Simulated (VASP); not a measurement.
Runs of VASP 6.6.1 on S. The structure is that of space group Fd-3m (No. 227), or close to it. The cells are those of the table. 

```csv
task,cell,cutoff (eV),k mesh for the DOS,occupations for the DOS,gap on the mesh (eV),pressure (GPa)
single point,"a = 4.024 Å, angles 60.0°, 2 atoms",520,-,-,none,2.4
single point,"a = 3.719 Å, angles 60.0°, 2 atoms",520,-,-,none,20.1
relaxation of cell and atoms,"relaxed from a = 3.917 Å, angles 60.0°, 2 atoms",600,-,-,none,0.0
single point,"a = 4.094 Å, angles 60.0°, 2 atoms",520,-,-,none,0.0
single point,"a = 3.137 Å, angles 60.0°, 2 atoms",520,-,-,none,113.1
single point,"a = 3.878 Å, angles 60.0°, 2 atoms",520,-,-,none,(b)
single point,"a = 3.354 Å, angles 60.0°, 2 atoms",520,-,-,none,64.5
single point,"a = 3.016 Å, angles 60.0°, 2 atoms",520,-,-,none,(a)
```

Alike in all rows: level PBE; potentials or basis VASP PAW PBE potentials, release 64 (S); no spin polarisation; k mesh 13 × 13 × 13; smearing fermi-dirac 0.08 eV.

Q: Estimate the missing entries.

A: (a) 154.5; (b) 9.3.

A gap of «none» marks levels without a gap at the run's occupations.
